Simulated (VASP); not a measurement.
# SiSe (P-6m2) in VASP: settings compared

SiSe is run at these levels: r2SCAN+D3(BJ), r2SCAN+D4, r2SCAN+rVV10; tasks: single point.

Everything below comes from runs of VASP 6.6.1. Logs are shortened: lines on timing, memory, paths and dates and some standing lists are left out, and cuts for length are marked.

## (1) The cell of the first run

The structure is hexagonal, space group P-6m2 (No. 187). The conventional cell has a = 3.558 Å, b = 3.558 Å, c = 3.591 Å, α = 90.00°, β = 90.00°, γ = 120.00°. Si (site symmetry -6m2) has 6 Se at 2.73 Å and 8 Si at 3.56 to 3.59 Å within 3.6 Å. Se (site symmetry -6m2) has 6 Si at 2.73 Å and 8 Se at 3.56 to 3.59 Å within 3.6 Å.

## (2) Single point, r2SCAN+D3(BJ)

File POSCAR:

```
SiSe
1.0
    3.5580837421      0.0000000000      0.0000000000
   -1.7790418711      3.0813909095      0.0000000000
    0.0000000000      0.0000000000      3.5907127535
Si Se
1 1
Direct
    0.6666666667      0.3333333333      0.5000000000
    0.0000000000      0.0000000000      0.0000000000
```

File INCAR.step1:

```
PREC = Accurate
ENCUT = 520
ISMEAR = -1
SIGMA = 0.05
LREAL = F
LASPH = T
NELM = 100
NBANDS = 12
GGA = PE
ALGO = Normal
EDIFF = 1E-4
LWAVE = T
LCHARG = F
```

File INCAR.step2:

```
PREC = Accurate
ENCUT = 520
EDIFF = 1E-6
ISMEAR = -1
SIGMA = 0.05
LREAL = F
LASPH = T
NELM = 100
ALGO = Normal
ISIF = 2
LWAVE = F
LCHARG = T
METAGGA = R2SCAN
LMIXTAU = T
IVDW = 12
VDW_S6 = 1.0
VDW_S8 = 0.78981345
VDW_A1 = 0.49484001
VDW_A2 = 5.73083694
LELF = T
LVHAR = T
NBANDS = 12
ISTART = 1
```

File KPOINTS:

```
Automatic mesh
0
Gamma
  9 9 7
```

Potentials or basis: VASP PAW PBE potentials, release 64 (Si, Se).

Command:

```sh
$ cat potpaw_PBE.64/Si/POTCAR potpaw_PBE.64/Se/POTCAR > POTCAR
$ cp INCAR.step1 INCAR
$ mpirun -np 1 vasp_std > vasp.out
$ cp INCAR.step2 INCAR
$ mpirun -np 1 vasp_std > vasp.out
```

OUTCAR:

```text
PREC = Accurate
   ENCUT = 520
   EDIFF = 1E-6
   ISMEAR = -1
   LREAL = F
   LASPH = T
   NELM = 100
   ISIF = 2
   METAGGA = R2SCAN
   IVDW = 12
   ISTART = 1
 IVDW          = 12

 ion  position               nearest neighbor table
   1  0.667  0.333  0.500-   2 2.73   2 2.73   2 2.73   2 2.73   2 2.73   2 2.73
   2  0.000  0.000  0.000-   1 2.73   1 2.73   1 2.73   1 2.73   1 2.73   1 2.73

  LATTYP: Found a hexagonal cell.
 ALAT       =     3.5580837421
 C/A-ratio  =     1.0091703888

  Lattice vectors:

 A1 = (   3.5580837421,   0.0000000000,   0.0000000000)
 A2 = (  -1.7790418711,   3.0813909095,   0.0000000000)
 A3 = (   0.0000000000,   0.0000000000,   3.5907127535)

Analysis of symmetry for initial positions (statically):
=====================================================================
 Subroutine PRICEL returns:
 Original cell was already a primitive cell.

 Routine SETGRP: Setting up the symmetry group for a
 hexagonal supercell.

 Subroutine GETGRP returns: Found 12 space group operations
 (whereof 12 operations were pure point group operations)
 out of a pool of 24 trial point group operations.

The static configuration has the point symmetry D_3h.

Analysis of symmetry for dynamics (positions and initial velocities):
=====================================================================
 Subroutine PRICEL returns:
 Original cell was already a primitive cell.

 Routine SETGRP: Setting up the symmetry group for a
 hexagonal supercell.

 Subroutine GETGRP returns: Found 12 space group operations
 (whereof 12 operations were pure point group operations)
 out of a pool of 24 trial point group operations.

The dynamic configuration has the point symmetry D_3h.

 Subroutine INISYM returns: Found 12 space group operations
 (whereof 12 operations are pure point group operations),
 and found     1 'primitive' translations

----------------------------------------------------------------------------------------

                                     Primitive cell

  volume of cell :      39.3680

  direct lattice vectors                    reciprocal lattice vectors
     3.558083742  0.000000000  0.000000000     0.281050159  0.162264385  0.000000000
    -1.779041871  3.081390910  0.000000000     0.000000000  0.324528769  0.000000000
     0.000000000  0.000000000  3.590712754     0.000000000  0.000000000  0.278496240

  length of vectors
     3.558083742  3.558083742  3.590712754     0.324528769  0.324528769  0.278496240

  position of ions in fractional coordinates (direct lattice)
     0.666666667  0.333333333  0.500000000
     0.000000000  0.000000000  0.000000000

  ion indices of the primitive-cell ions
   primitive index   ion index
                 1           1
                 2           2

----------------------------------------------------------------------------------------

 KPOINTS: Automatic mesh

Automatic generation of k-mesh.
 Grid dimensions read from file:
 generate k-points for:    9    9    7

 Generating k-lattice:

  Cartesian coordinates                     Fractional coordinates (reciprocal lattice)
     0.031227795  0.018029376  0.000000000     0.111111111  0.000000000  0.000000000
     0.000000000  0.036058752  0.000000000     0.000000000  0.111111111  0.000000000
     0.000000000  0.000000000  0.039785177     0.000000000  0.000000000  0.142857143

  Length of vectors
     0.036058752  0.036058752  0.039785177

  Shift w.r.t. Gamma in fractional coordinates (k-lattice)
     0.000000000  0.000000000  0.000000000

 Subroutine IBZKPT returns following result:
 ===========================================

 Found     48 irreducible k-points:

 Following reciprocal coordinates:
            Coordinates               Weight
  0.000000  0.000000  0.000000      1.000000
  0.111111  0.000000  0.000000      6.000000
  0.222222  0.000000  0.000000      6.000000
  0.333333  0.000000  0.000000      6.000000
  0.444444  0.000000  0.000000      6.000000
  0.111111  0.111111  0.000000      6.000000
[... 16 lines left out ...]
  0.333333  0.222222  0.142857     24.000000
  0.333333  0.333333  0.142857      4.000000
 [... further k-points ...]
   k-points           NKPTS =     48   k-points in BZ     NKDIM =     48   number of bands    NBANDS=     12
   number of dos      NEDOS =    301   number of ions     NIONS =      2
   total plane-waves  NPLWV =  21952
   dimension x,y,z NGX =    28 NGY =   28 NGZ =   28
   dimension x,y,z NGXF=    56 NGYF=   56 NGZF=   56
   ions per type =               1   1
   NGX,Y,Z   is equivalent  to a cutoff of  13.08, 13.08, 12.96 a.u.
   NGXF,Y,Z  is equivalent  to a cutoff of  26.17, 26.17, 25.93 a.u.
 SYSTEM =  unknown system
   PREC   = accura    normal or accurate (medium, high low for compatibility)
   ISTART =      1    job   : 0-new  1-cont  2-samecut
   ICHARG =      0    charge: 1-file 2-atom 10-const
   ISPIN  =      1    spin polarized calculation?
   LNONCOLLINEAR =      F non collinear calculations
   LSORBIT =      F    spin-orbit coupling
   LASPH  =      T    aspherical Exc in radial PAW
   ENCUT  =  520.0 eV  38.22 Ry    6.18 a.u.   6.62  6.62  6.68*2*pi/ulx,y,z
   NELM   =    100;   NELMIN=  2; NELMDL=  0     # of ELM steps
   EDIFF  = 0.1E-05   stopping-criterion for ELM
   LREAL  =      F    real-space projection
   EDIFFG = 0.1E-04   stopping-criterion for IOM
   NSW    =      0    number of steps for IOM
   IBRION =     -1    ionic relax: 0-MD 1-quasi-New 2-CG
   NFREE  =      0    steps in history (QN), initial steepest desc. (CG)
   ISIF   =      2    stress and relaxation
   ISYM   =      2    0-nonsym 1-usesym 2-fastsym
   POTIM  = 0.5000    time-step for ionic-motion
   TEBEG  =    0.0;   TEEND  =   0.0 temperature during run
   PSTRESS=    0.0 pullay stress
   NELECT =      10.0000    total number of electrons
   NUPDOWN=      -1.0000    fix difference up-down
   EMIN   =  10.00;   EMAX   =-10.00  energy-range for DOS
   EFERMI =   0.00;   METHOD = LEGACY
   ISMEAR =    -1;   SIGMA  =   0.05  broadening in eV -4-tet -1-fermi 0-gaus
   EFERMI_NEDOS =   21; number of points for ismear=-14 and -15
   IALGO  =     38    algorithm
   IMIX   =      4    mixing-type and parameters
     AMIX     =   0.40;   BMIX     =  1.00
     AMIX_MAG =   1.60;   BMIX_MAG =  1.00
  volume/ion in A,a.u.               =      19.68       132.83
  Fermi-wavevector in a.u.,A,eV,Ry     =   1.036797  1.959262 14.625548  1.074947
  Thomas-Fermi vector in A             =   2.171204
   LORBIT       =      0    0 simple, 1 ext, 2 COOP (PROOUT), +10 PAW based schemes
   METAGGA = R2SCAN    functional components
   LHFCALC =     F    Hartree Fock is set to
   AEXX    =    0.0000 exact exchange contribution
   IVDW    =    12    specifies the selected vdW correction
   LEPSILON=     F    determine dielectric tensor
   LRPA    =     F    only Hartree local field effects (RPA)
 non-spin polarized calculation
  energy-cutoff  :      520.00
  volume of cell :       39.37
 maximum number of plane-waves:      1081
 NGX is ok and might be reduce to    28
   NGX = 13   NGY = 13   NGZ = 13

 number of electron      10.0000001 magnetization

 Free energy of the ion-electron system (eV)
  ---------------------------------------------------
  ext. energy  EPLUGINS =         0.00000000
  ---------------------------------------------------
  free energy    TOTEN  =       -22.34625295 eV

  energy without entropy =      -22.33899161  energy(sigma->0) =      -22.34262228

 E-fermi :   6.4704     XC(G=0): -10.6907

 val. band max:        6.4200429329   @ k =   0.2222   0.1111   0.1429
 cond. band min:       6.5248017793   @ k =   0.4444   0.0000   0.1429
 fundamental gap:      0.1047588464
 Fermi energy:         6.4703594816

 k-point     1 :       0.0000    0.0000    0.0000
  band No.  band energies     occupation
      1      -9.8120      2.00000
      2       1.6572      2.00000
      3       2.2084      2.00000
      4       4.3888      2.00000
      5       4.3888      2.00000
      6       9.4691      0.00000
      7       9.4691      0.00000
      8      10.3225      0.00000
      9      13.7220      0.00000
     10      15.2546      0.00000
     11      17.7592      0.00000
     12      17.7592      0.00000

 k-point     2 :       0.1111    0.0000    0.0000
  band No.  band energies     occupation
      1      -9.6675      2.00000
      2       1.0979      2.00000
      3       2.3604      2.00000
      4       4.0972      2.00000
      5       4.3084      2.00000
      6       8.9988      0.00000
      7       9.9446      0.00000
      8      11.1706      0.00000
      9      12.8763      0.00000
     10      15.5450      0.00000
     11      17.5963      0.00000
     12      17.6646      0.00000

 k-point     3 :       0.2222    0.0000    0.0000
  band No.  band energies     occupation
      1      -9.2569      2.00000
      2      -0.2800      2.00000
      3       2.7975      2.00000
      4       3.5118      2.00000
      5       4.3729      2.00000
      6       8.3154      0.00000
      7      10.9536      0.00000
      8      11.2243      0.00000
      9      12.6052      0.00000
     10      14.8129      0.00000
     11      17.2170      0.00000
     12      17.5876      0.00000
[... 286 lines left out ...]
 k-point    23 :       0.3333    0.2222    0.1429
  band No.  band energies     occupation
      1      -7.8207      2.00000
      2      -2.4816      2.00000
      3       0.8300      2.00000
      4       2.8060      2.00000
      5       5.6259      2.00000
      6       8.4272      0.00000
      7       9.2510      0.00000
      8      10.7129      0.00000
      9      13.3659      0.00000
     10      15.3377      0.00000
     11      16.4066      0.00000
     12      18.4823      0.00000

 k-point    24 :       0.3333    0.3333    0.1429
  band No.  band energies     occupation
      1      -7.6712      2.00000
      2      -2.5383      2.00000
      3       0.3093      2.00000
      4       3.1041      2.00000
      5       5.3994      2.00000
      6       8.6081      0.00000
      7       9.4685      0.00000
      8      10.3631      0.00000
      9      14.5083      0.00000
     10      15.8133      0.00000
     11      15.8466      0.00000
     12      16.2444      0.00000

 [... further k-points ...]

------------------------ aborting loop because EDIFF is reached ----------------------------------------

 Edisp (eV)   -0.35432

 E8    (eV) :    -0.1122

  FORCE on cell =-STRESS in cart. coord.  units (eV):
  Direction    XX          YY          ZZ          XY          YZ          ZX
  --------------------------------------------------------------------------------------
  -------------------------------------------------------------------------------------
  Total      -0.00237    -0.00237    -0.01141     0.00000     0.00000     0.00000
  in kB      -0.09657    -0.09657    -0.46440     0.00000     0.00000     0.00000
  external pressure =       -0.22 kB  Pullay stress =        0.00 kB

 VOLUME and BASIS-vectors are now :
 -----------------------------------------------------------------------------
  energy-cutoff  :      520.00
  volume of cell :       39.37
      direct lattice vectors                 reciprocal lattice vectors
     3.558083742  0.000000000  0.000000000     0.281050159  0.162264385  0.000000000
    -1.779041871  3.081390910  0.000000000     0.000000000  0.324528769  0.000000000
     0.000000000  0.000000000  3.590712754     0.000000000  0.000000000  0.278496240

 POSITION                                       TOTAL-FORCE (eV/Angst)
 -----------------------------------------------------------------------------------
      1.77904      1.02713      1.79536         0.000000      0.000000      0.000000
      0.00000      0.00000      0.00000        -0.000000      0.000000      0.000000
 -----------------------------------------------------------------------------------
    total drift:                                0.000001     -0.000001      0.000000

  FREE ENERGIE OF THE ION-ELECTRON SYSTEM (eV)
  ---------------------------------------------------
  free  energy   TOTEN  =       -22.7005756350 eV

  energy  without entropy=      -22.6933142933  energy(sigma->0) =      -22.69694496
```

Run time: 96 s. Hardware: 1 thread of AMD EPYC 7R43 (Zen 3), shared host; peak memory 0.15 GiB.

Results:

```
Free energy                : -22.7006 eV
Pressure                   : 0.0 GPa
Band gap on the k mesh     : zero (bands 5 and 6 overlap by 3.26 eV)
Dispersion energy per atom : -0.177 eV
```

Caveat: the PAW data sets were made with another functional, which shifts forces and pressure a little.

## (3) Single point, r2SCAN+D3(BJ)

This run uses another cell than the first one, of 19.80 Å³/atom.

File POSCAR:

```
SiSe
1.0
    3.5666692549      0.0000000000      0.0000000000
   -1.7833346275      3.0888261817      0.0000000000
    0.0000000000      0.0000000000      3.5952279472
Si Se
1 1
Direct
    0.6666666667      0.3333333333      0.5000000000
    0.0000000000      0.0000000000      0.0000000000
```

File INCAR.step1:

```
SYSTEM = SiSe
PREC = Accurate
ENCUT = 520
ISMEAR = -1
SIGMA = 0.05
LREAL = .False.
LASPH = .True.
NELM = 60
NBANDS = 12
GGA = PE
ALGO = Normal
EDIFF = 1E-4
LWAVE = .True.
LCHARG = .False.
```

File INCAR.step2:

```
SYSTEM = SiSe
PREC = Accurate
ENCUT = 520
EDIFF = 1E-7
ISMEAR = -1
SIGMA = 0.05
LREAL = .False.
LASPH = .True.
NELM = 60
ALGO = Normal
ISIF = 2
LWAVE = .False.
LCHARG = .False.
METAGGA = R2SCAN
LMIXTAU = .True.
IVDW = 12
VDW_S6 = 1.0
VDW_S8 = 0.78981345
VDW_A1 = 0.49484001
VDW_A2 = 5.73083694
NBANDS = 12
ISTART = 1
```

File KPOINTS:

```
Automatic mesh
0
Gamma
  9 9 7
  0 0 0
```

Potentials or basis: VASP PAW PBE potentials, release 64 (Si, Se).

Command:

```sh
$ cat potpaw_PBE.64/Si/POTCAR potpaw_PBE.64/Se/POTCAR > POTCAR
$ cp INCAR.step1 INCAR
$ mpirun -np 1 vasp_std > vasp.out
$ cp INCAR.step2 INCAR
$ mpirun -np 1 vasp_std > vasp.out
```

Run time: 1.8 min. Hardware: 1 thread of AMD EPYC 7R43 (Zen 3), shared host; peak memory 0.15 GiB.

The run converged. Its results:

```yaml
Free_energy: -22.7003 eV
Pressure: -0.4 GPa
Band_gap_on_the_k_mesh: zero (bands 5 and 6 overlap by 3.22 eV)
Dispersion_energy_per_atom: -0.176 eV
```

Levels at points of the mesh, in eV from the Fermi level:
```tsv
k point	band 1	band 2	band 3	band 4	band 5	band 6	band 7	band 8	band 9	band 10
(0.00, 0.00, 0.00)	-16.23	-4.83	-4.22	-2.08	-2.08	2.98	2.98	3.87	7.20	8.76
```

Caveat: three body term missing; the PAW data sets were made with another functional, which shifts forces and pressure a little.

## (4) Single point, r2SCAN+D4

This run uses another cell than the first one, of 20.02 Å³/atom.

File POSCAR:

```
SiSe
1.0
    3.5796424352      0.0000000000      0.0000000000
   -1.7898212176      3.1000612853      0.0000000000
    0.0000000000      0.0000000000      3.6074634943
Si Se
1 1
Direct
    0.6666666667      0.3333333333      0.5000000000
    0.0000000000      0.0000000000      0.0000000000
```

File INCAR.step1:

```
PREC = Accurate ; ENCUT = 520
ISMEAR = -1 ; SIGMA = 0.05
LREAL = False ; LASPH = True
NELM = 60 ; NBANDS = 12
GGA = PE ; ALGO = Normal
EDIFF = 1E-4 ; LWAVE = True
LCHARG = False
```

File INCAR.step2:

```
PREC = Accurate ; ENCUT = 520
EDIFF = 1E-6 ; ISMEAR = -1
SIGMA = 0.05 ; LREAL = False
LASPH = True ; NELM = 60
ALGO = Normal ; ISIF = 2
LWAVE = False ; LCHARG = True
METAGGA = R2SCAN ; LMIXTAU = True
IVDW = 13 ; VDW_S6 = 1.0
VDW_S8 = 0.6018749 ; VDW_A1 = 0.51559235
VDW_A2 = 5.77342911 ; LELF = True
LVHAR = True ; NBANDS = 12
ISTART = 1
```

File KPOINTS:

```
regular mesh
0
Gamma
  9 9 7
```

Command:

```sh
$ cat potpaw_PBE.64/Si/POTCAR potpaw_PBE.64/Se/POTCAR > POTCAR
$ cp INCAR.step1 INCAR
$ mpirun -np 1 vasp_std > vasp.out
$ cp INCAR.step2 INCAR
$ mpirun -np 1 vasp_std > vasp.out
```

Run time: 96 s. Hardware: 1 thread of AMD EPYC 7R43 (Zen 3), shared host; peak memory 0.14 GiB.

The run converged. Its results:

* Free energy: -22.6387 eV
* Pressure: 0.0 GPa
* Band gap on the k mesh: zero (bands 5 and 6 overlap by 3.15 eV)
* Dispersion energy per atom: -0.144 eV

Levels at points of the mesh, in eV from the Fermi level:
| k point | band 3 | band 4 | band 5 | band 6 | band 7 | band 8 |
| --- | --- | --- | --- | --- | --- | --- |
| (0.00, 0.00, 0.00) | -4.17 | -2.05 | -2.05 | 2.97 | 2.97 | 3.90 |

Caveat: the PAW data sets were made with another functional, which shifts forces and pressure a little.

## (5) Single point, r2SCAN+rVV10

This run uses another cell than the first one, of 19.90 Å³/atom.

File POSCAR:

```
SiSe
1.0
    3.5717772202      0.0000000000      0.0000000000
   -1.7858886101      3.0932498094      0.0000000000
    0.0000000000      0.0000000000      3.6022609674
Si Se
1 1
Direct
    0.6666666667      0.3333333333      0.5000000000
    0.0000000000      0.0000000000      0.0000000000
```

File INCAR.step1:

```
  PREC = Accurate
  ENCUT = 520
  ISMEAR = -1
  SIGMA = 0.05
  LREAL = F
  LASPH = T
  NELM = 100
  NBANDS = 12
  GGA = PE
  ALGO = Normal
  EDIFF = 1E-4
  LWAVE = T
  LCHARG = F
```

File INCAR.step2:

```
  PREC = Accurate
  ENCUT = 520
  EDIFF = 1E-6
  ISMEAR = -1
  SIGMA = 0.05
  LREAL = F
  LASPH = T
  NELM = 100
  ALGO = Normal
  ISIF = 2
  LWAVE = F
  LCHARG = T
  METAGGA = R2SCAN
  LMIXTAU = T
  LUSE_VDW = T
  IVDW_NL = 2
  BPARAM = 11.95
  CPARAM = 0.0093
  LELF = T
  LVHAR = T
  NBANDS = 12
  ISTART = 1
```

File KPOINTS:

```
Automatic mesh
0
Gamma
  9 9 7
```

Command:

```sh
$ cat potpaw_PBE.64/Si/POTCAR potpaw_PBE.64/Se/POTCAR > POTCAR
$ cp INCAR.step1 INCAR
$ mpirun -np 1 vasp_std > vasp.out
$ cp INCAR.step2 INCAR
$ mpirun -np 1 vasp_std > vasp.out
```

Wall time 2 min (1 thread of AMD EPYC 7R43 (Zen 3), shared host); peak memory 0.23 GiB.

The run converged. Its results:

```yaml
Free_energy: -22.1995 eV
Pressure: 0.1 GPa
Band_gap_on_the_k_mesh: zero (bands 5 and 6 overlap by 3.20 eV)
```

Levels at points of the mesh, in eV from the Fermi level:
```csv
k point,band 1,band 2,band 3,band 4,band 5,band 6,band 7,band 8,band 9,band 10
"(0.00, 0.00, 0.00)",-16.18,-4.85,-4.20,-2.05,-2.05,2.99,2.99,3.87,7.17,8.71
```

Caveat: the PAW data sets were made with another functional, which shifts forces and pressure a little.

## (6) Overview

| level | cell | gap on the mesh (eV) | pressure (GPa) |
| --- | --- | --- | --- |
| r2SCAN+D3(BJ) | a = 3.558, b = 3.558, c = 3.591 Å, angles 90.0, 90.0, 120.0°, 2 atoms | none | 0.0 |
| r2SCAN+D3(BJ) | a = 3.567, b = 3.567, c = 3.595 Å, angles 90.0, 90.0, 120.0°, 2 atoms | none | -0.4 |
| r2SCAN+D4 | a = 3.580, b = 3.580, c = 3.607 Å, angles 90.0, 90.0, 120.0°, 2 atoms | none | 0.0 |
| r2SCAN+rVV10 | a = 3.572, b = 3.572, c = 3.602 Å, angles 90.0, 90.0, 120.0°, 2 atoms | none | 0.1 |

Alike in all rows: task single point; potentials or basis VASP PAW PBE potentials, release 64 (Si, Se); no spin polarisation; k mesh 9 × 9 × 7; cutoff (eV) 520; smearing fermi-dirac 0.05 eV.

Caveats: the PAW data sets were made with another functional, which shifts forces and pressure a little; three body term missing (at least some runs).

Total energies depend on the potentials used, so only differences within one code and one set of settings carry meaning.
